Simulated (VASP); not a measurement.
# H6C2O in VASP: a series of runs, part 2 of 2

VASP 6.6.1.

## Step 3: Single point, PBE+D3(BJ)

INCAR reads:

```
PREC = Accurate
ENCUT = 520
EDIFF = 1E-6
ISMEAR = -1
SIGMA = 0.02
LREAL = Auto
LASPH = T
NELM = 60
ALGO = Normal
ISIF = 2
LWAVE = F
LCHARG = F
GGA = PE
IVDW = 12
NBANDS = 64
```

KPOINTS reads:

```
Automatic mesh
0
Gamma
  1 1 1
```

POSCAR reads:

```
H6C2O
1.0
    7.3483620000      0.0000000000      0.0000000000
    0.0000000000      7.3483620000      0.0000000000
    0.0000000000      0.0000000000      7.3483620000
O C H
4 8 24
Direct
    1.0812069411      0.2676923102      0.7492962377
    0.5894646998      0.4293882092      0.3358843780
    0.8928656482      0.8389624790     -0.0680968085
    0.8178829513     -0.0333951975      0.3093478519
    1.0916446414      0.2302962211      0.5876275556
    0.4729353290      0.3665306636      0.4311028771
    0.8098947766      0.7205823556     -0.0023406577
    0.8258439092      0.0949327211      0.2064269561
    0.5316150729      0.6880036667      0.6646515237
    0.4657772712      0.1723649434      0.8215436311
    0.2219406175      0.4270747685      0.1206663471
    0.0477249216      0.6830093564      0.5211229387
    0.9764080757      0.2089309155      0.5023160263
    1.2231297261      0.1779444181      0.5234772049
    0.4079548612      0.4415950112      0.5414131748
    0.4322459890      0.2219542260      0.4164737665
    0.8737729578      0.5846745166      0.0008437254
    0.6735106409      0.7243519032      0.0652662457
    0.7260393541      0.1729364993      0.1412423612
    0.9663241958      0.1392691324      0.1658056585
    0.6404964807      0.6166544326      0.5866749624
    0.6029643069      0.7776290825      0.7598428058
    0.4317696923      0.5957518152      0.7404779460
    0.4405199417      0.7622242889      0.5690247704
    0.5335883017      0.0896254158      0.9161769657
    0.5753527113      0.2691484170      0.7722265180
    0.3300327338      0.2330859585      0.8732966612
    0.4501683504      0.0803172190      0.7031498993
    0.3143557707      0.3006928619      0.1054384637
    0.1461278037      0.4236454328      0.2502326369
    0.1310632220      0.4267073397      0.0178679276
    0.3097288892      0.5458631461      0.1189516793
    0.0078929155      0.8290146838      0.5076369400
   -0.0699067357      0.6006780831      0.5119372181
    0.1033971925      0.6291878381      0.6474231944
    0.1250346676      0.6566089150      0.3984561457
```

Potentials or basis: VASP PAW PBE potentials, release 64 (O, C, H).

On the command line:

```console
$ cat potpaw_PBE.64/O/POTCAR potpaw_PBE.64/C/POTCAR potpaw_PBE.64/H/POTCAR > POTCAR
$ mpirun -np 1 vasp_gam > vasp.out
```

OUTCAR:

```text
PREC = Accurate
   ENCUT = 520
   EDIFF = 1E-6
   ISMEAR = -1
   LREAL = Auto
   LASPH = T
   NELM = 60
   ISIF = 2
   GGA = PE
   IVDW = 12
 IVDW          = 12

 ion  position               nearest neighbor table
   1  0.081  0.268  0.749-   5 1.22
   2  0.589  0.429  0.336-   6 1.20
   3  0.893  0.839  0.932-   7 1.17
   4  0.818  0.967  0.309-   8 1.21
   5  0.092  0.230  0.588-  13 1.07  14 1.14   1 1.22
   6  0.473  0.367  0.431-  15 1.09  16 1.11   2 1.20
   7  0.810  0.721  0.998-  17 1.10  18 1.12   3 1.17
   8  0.826  0.095  0.206-  19 1.05  20 1.12   4 1.21
   9  0.532  0.688  0.665-  22 1.09  24 1.11  21 1.12  23 1.14
  10  0.466  0.172  0.822-  25 1.05  28 1.11  26 1.13  27 1.16
  11  0.222  0.427  0.121-  31 1.01  32 1.09  30 1.10  29 1.16
  12  0.048  0.683  0.521-  34 1.06  36 1.08  35 1.09  33 1.12
  13  0.976  0.209  0.502-   5 1.07
  14  0.223  0.178  0.523-   5 1.14
  15  0.408  0.442  0.541-   6 1.09
  16  0.432  0.222  0.416-   6 1.11
  17  0.874  0.585  0.001-   7 1.10
[... 17 lines left out ...]
  35  0.103  0.629  0.647-  12 1.09
  36  0.125  0.657  0.398-  12 1.08

[... 232 lines left out ...]
 Fermi energy:        -2.3072219397

 k-point     1 :       0.0000    0.0000    0.0000
  band No.  band energies     occupation
      1     -24.1986      2.00000
      2     -23.9304      2.00000
      3     -23.6463      2.00000
      4     -23.5272      2.00000
      5     -14.4043      2.00000
      6     -14.0367      2.00000
[... 44 lines left out ...]
     51       4.8346      0.00000
     52       5.1374      0.00000
 [bands above 52 left out]

------------------------ aborting loop because EDIFF is reached ----------------------------------------

 Edisp (eV)   -1.42940

 E8    (eV) :    -0.3197

  FORCE on cell =-STRESS in cart. coord.  units (eV):
  Direction    XX          YY          ZZ          XY          YZ          ZX
  --------------------------------------------------------------------------------------
  -------------------------------------------------------------------------------------
  Total       6.06587     6.53707     7.20028     3.59593    -1.14417     5.15887
  in kB      24.49243    26.39504    29.07289    14.51946    -4.61986    20.83021
  external pressure =       26.65 kB  Pullay stress =        0.00 kB

 VOLUME and BASIS-vectors are now :
 -----------------------------------------------------------------------------
  energy-cutoff  :      520.00
  volume of cell :      396.80
      direct lattice vectors                 reciprocal lattice vectors
     7.348362000  0.000000000  0.000000000     0.136084749  0.000000000  0.000000000
     0.000000000  7.348362000  0.000000000     0.000000000  0.136084749  0.000000000
     0.000000000  0.000000000  7.348362000     0.000000000  0.000000000  0.136084749

 POSITION                                       TOTAL-FORCE (eV/Angst)
 -----------------------------------------------------------------------------------
      0.59674      1.96710      5.50610        -0.383524      0.395708     -0.703208
      4.33160      3.15530      2.46820         1.241317      0.764937     -0.918602
      6.56110      6.16500      6.84796         1.871997      4.012072     -1.781831
      6.01010      7.10296      2.27320        -1.312191     -0.384435      0.690350
      0.67344      1.69230      4.31810         1.452992     -1.360965      1.123303
      3.47530      2.69340      3.16790        -0.334215     -1.204525      0.316294
[... 28 lines left out ...]
      0.75980      4.62350      4.75750         0.766246      0.732329      0.137696
      0.91880      4.82500      2.92800         0.642264     -0.273733     -0.002923
 -----------------------------------------------------------------------------------
    total drift:                                0.011394     -0.004543      0.006280

  FREE ENERGIE OF THE ION-ELECTRON SYSTEM (eV)
  ---------------------------------------------------
  free  energy   TOTEN  =      -184.1409760547 eV

  energy  without entropy=     -184.1409760547  energy(sigma->0) =     -184.14097605
```

OSZICAR:

```text
N       E                     dE             d eps       ncg     rms          rms(c)
DAV:   1     0.581737538417E+03    0.58174E+03   -0.40491E+04   128   0.113E+03
DAV:   2    -0.125067883681E+03   -0.70681E+03   -0.66235E+03   160   0.256E+02
DAV:   3    -0.200230742672E+03   -0.75163E+02   -0.74415E+02   168   0.894E+01
DAV:   4    -0.201970613719E+03   -0.17399E+01   -0.17344E+01   160   0.157E+01
DAV:   5    -0.202011918759E+03   -0.41305E-01   -0.41294E-01   160   0.228E+00    0.246E+01
DAV:   6    -0.185497296686E+03    0.16515E+02   -0.30555E+01   144   0.191E+01    0.122E+01
DAV:   7    -0.183219449197E+03    0.22778E+01   -0.52505E+00   160   0.885E+00    0.652E+00
DAV:   8    -0.182744108894E+03    0.47534E+00   -0.84925E-01   152   0.334E+00    0.222E+00
DAV:   9    -0.182702808355E+03    0.41301E-01   -0.14451E-01   160   0.138E+00    0.525E-01
DAV:  10    -0.182707662016E+03   -0.48537E-02   -0.18120E-02   144   0.664E-01    0.266E-01
DAV:  11    -0.182711198262E+03   -0.35362E-02   -0.57449E-03   144   0.330E-01    0.109E-01
DAV:  12    -0.182711585259E+03   -0.38700E-03   -0.16125E-03   144   0.153E-01    0.459E-02
DAV:  13    -0.182711625012E+03   -0.39753E-04   -0.23864E-04   144   0.680E-02    0.256E-02
DAV:  14    -0.182711604381E+03    0.20631E-04   -0.92849E-05   144   0.384E-02    0.165E-02
DAV:  15    -0.182711581412E+03    0.22969E-04   -0.27844E-05   144   0.210E-02    0.524E-03
DAV:  16    -0.182711580342E+03    0.10695E-05   -0.30576E-06   136   0.819E-03    0.280E-03
DAV:  17    -0.182711580282E+03    0.60277E-07   -0.74464E-07   104   0.429E-03
   1 F= -.18414098E+03 E0= -.18414098E+03  d E =-.765990E-12
```

Run time: 33 s. Hardware: 1 thread of Intel Xeon 6975P-C (Granite Rapids), shared host; peak memory 0.38 GiB.

Results:

| Item | Value |
| --- | --- |
| Free energy | -184.1410 eV |
| Pressure | 2.7 GPa |
| Largest force | 4.772 eV/Å |
| Band gap on the k mesh | 2.94 eV |
| Dispersion energy per atom | -0.040 eV |

Forces on the atoms (eV/Å):
```
O   -0.384  0.396 -0.703
O    1.241  0.765 -0.919
O    1.872  4.012 -1.782
O   -1.312 -0.384  0.690
C    1.453 -1.361  1.123
C   -0.334 -1.205  0.316
C   -1.585 -3.959  1.878
C    3.456 -0.367 -0.151
C   -0.709 -0.433  0.163
C   -0.357  1.146 -1.547
C    2.791 -1.512  2.643
C   -0.013  0.800 -0.270
H   -1.404  0.349 -0.762
H   -0.549  0.539  0.434
H   -0.387  0.228  0.129
H   -0.030 -0.231 -0.121
H   -0.140 -0.664  0.064
H   -0.011  0.491 -0.077
H   -2.214  0.718 -0.534
H   -0.117  0.265 -0.071
H   -0.787  0.126  0.407
H   -0.458  0.222 -0.158
H    1.293  0.623 -0.355
H    0.663  0.078  0.285
H    0.542 -0.925  1.497
H   -1.014 -0.081  0.621
H    1.981 -0.731 -0.982
H   -0.505  0.180  0.269
H   -1.134  1.385  0.422
H    0.223 -0.093 -0.120
H   -2.246  0.077 -2.700
H    0.110  0.308 -0.060
H    0.184 -0.752  0.768
H   -1.527 -0.468 -0.534
H    0.766  0.732  0.138
H    0.642 -0.274 -0.003
```

Levels at points of the mesh, in eV from the valence-band top:
```csv
k point,band 37,band 38,band 39,band 40,band 41,band 42,band 43,band 44
"(0.00, 0.00, 0.00)",-0.63,-0.27,-0.08,0.00,2.94,3.27,3.50,4.04
```

Caveat: the k points lie up to 0.86 Å⁻¹ apart.

## Step 4: Single point, PBE+D3(BJ)

INCAR reads:

```
PREC = Accurate
ENCUT = 520
EDIFF = 1E-6
ISMEAR = -1
SIGMA = 0.02
LREAL = Auto
LASPH = True
NELM = 80
ALGO = Normal
ISIF = 2
LWAVE = False
LCHARG = False
GGA = PE
IVDW = 12
NBANDS = 64
```

KPOINTS is that of step 3.

POSCAR reads:

```
H6C2O
1.0
    7.3483620000      0.0000000000      0.0000000000
    0.0000000000      7.3483620000      0.0000000000
    0.0000000000      0.0000000000      7.3483620000
O C H
4 8 24
Direct
    1.0539083404      0.2778714494      0.7180239623
    0.6473007182      0.4477732589      0.3731579909
    0.8524212607      0.8362816094     -0.0513856013
    0.8098267342     -0.0324017788      0.2980800347
    1.0644685169      0.1786248418      0.5878316828
    0.4891294141      0.4032055035      0.3513027801
    0.8369620332      0.6725580476     -0.0143161156
    0.7653406297      0.0915714278      0.2012693441
    0.5549672158      0.7071916163      0.7056402502
    0.4931575227      0.1401536832      0.8200739158
    0.1971187593      0.4416630536      0.0958580974
    0.0792829749      0.7206776150      0.5844976064
    0.9788848181      0.1671392890      0.4744186528
    1.1799228182      0.0770647935      0.5745498112
    0.3751584367      0.4973489330      0.3749951350
    0.4585783879      0.2602348659      0.3264128795
    0.8713778663      0.5701678823     -0.1241092913
    0.8080576324      0.6048422764      0.1181079539
    0.6173484649      0.1268854202      0.1730181502
    0.8617430660      0.1712218315      0.1212651200
    0.5339149051      0.6390267654      0.5718281163
    0.6145042936      0.8412487028      0.6765589393
    0.6187637463      0.6143001665      0.8055400646
    0.4147454902      0.7256174914      0.7592712498
    0.5499729055      0.1893074946      0.9538724412
    0.6014809831      0.1185162081      0.7264612168
    0.3910259184      0.2340113348      0.7807998572
    0.4447793944      0.0056883425      0.8410717926
    0.2676106594      0.3167780793      0.1296071152
    0.1121882673      0.4852373903      0.2101965037
    0.1136443741      0.4230330514     -0.0387433281
    0.2944329634      0.5522455208      0.0696073492
    0.0294079143      0.8018657763      0.6912697006
   -0.0133363054      0.5966499745      0.5573623074
    0.1938527253      0.6411905129      0.6271465668
    0.0987022686      0.7971436355      0.4555573065
```

On the command line:

```console
$ cat potpaw_PBE.64/O/POTCAR potpaw_PBE.64/C/POTCAR potpaw_PBE.64/H/POTCAR > POTCAR
$ mpirun -np 1 vasp_gam > vasp.out
```

Wall time 31 s (1 thread of Intel Xeon 6975P-C (Granite Rapids), shared host); peak memory 0.38 GiB.

The run converged. Its results:

```yaml
Free_energy: -184.4757 eV
Pressure: 1.5 GPa
Largest_force: 3.361 eV/Å
Band_gap_on_the_k_mesh: 2.92 eV
Dispersion_energy_per_atom: -0.039 eV
```

Forces on the atoms (eV/Å):
```
O   -0.533  0.659  0.341
O    0.263  0.062 -0.506
O   -0.259 -1.515  0.869
O    0.219 -0.565  1.207
C    2.417 -1.362  0.657
C    0.579  0.081  1.050
C    1.246  0.645 -1.404
C   -1.155  0.229 -0.847
C   -1.715 -0.520 -0.618
C    0.925  0.364  1.897
C   -1.151  0.538 -1.865
C   -0.845 -2.521 -2.056
H   -1.829  0.444 -1.366
H   -0.088  0.298  0.290
H   -0.151  0.176 -0.048
H   -0.477 -0.581 -0.266
H   -0.158  0.281  0.352
H   -0.322  0.766  0.315
H    0.570 -0.261  0.366
H    0.556  0.474 -0.239
H    0.417  0.198  0.763
H    0.373 -0.599  0.487
H    0.179  0.488 -0.736
H    0.434  0.234 -0.084
H   -0.252 -0.223 -1.014
H    0.883  0.498 -0.833
H   -0.818  0.611 -0.583
H   -0.934 -0.788  0.408
H    0.020 -0.372 -0.159
H   -0.206 -0.073 -0.027
H    1.038  0.063  1.902
H    0.093 -0.090 -0.009
H   -0.639  0.809  1.027
H    0.117  1.622  0.084
H    1.141  0.285  0.138
H    0.064 -0.351  0.508
```

Stress tensor (GPa, compression positive):
```
 2.81 -0.66  0.50
-0.66  0.30  1.03
 0.50  1.03  1.38
```

Levels at points of the mesh, in eV from the valence-band top:
| k point | band 38 | band 39 | band 40 | band 41 | band 42 | band 43 |
| --- | --- | --- | --- | --- | --- | --- |
| (0.00, 0.00, 0.00) | -0.40 | -0.15 | 0.00 | 2.92 | 3.23 | 3.28 |

Caveat: the k points lie up to 0.86 Å⁻¹ apart.
